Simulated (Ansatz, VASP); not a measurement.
TePbS4 in VASP and in Ansatz

```xyz
6
Lattice="7.7301 0.0000 0.0000 0.0000 4.2736 2.3881 0.0000 -4.2736 2.3881" Properties=species:S:1:pos:R:3 pbc="T T T"
Te    3.8650    0.0000    3.9497
Pb    0.0000    0.0000    2.8203
S     5.8041   -2.4106    1.5654
S     1.9259    2.4106    1.5654
S     5.8041    2.4106    1.5654
S     1.9259   -2.4106    1.5654
```

Alike in both runs: functional PBE; k mesh 4 × 8 × 8; occupations gaussian, width 0.1 eV; no spin polarisation.

Ansatz relaxed the structure, and its values are those at the end. VASP's run is a single point on that final structure, the one shown.

```csv
,VASP,Ansatz
version,VASP 6.6.1,Ansatz 0.2.0
potentials or method,"VASP PAW PBE potentials, release 64 (Te, Pb_d, S), cutoff 520 eV","scalar-relativistic, plane waves, PAW"
valence electrons in the cell,44,54
```

|  | VASP | Ansatz | Ansatz less VASP |
| --- | --- | --- | --- |
| gap on the k mesh at the Fermi level (eV) | none | none | - |
| pressure (GPa) | -0.1 | 0.0 | +0.11 |
| rms of the force components (eV/Å) | 0.003 | 0.001 | -0.0022 |

A gap of «none» marks a metal or a gap that the smearing closes. VASP's potentials hold 44 valence electrons a cell and Ansatz's 54, so a difference there can come from the potentials and not from the codes.

Spin-orbit coupling is off throughout.
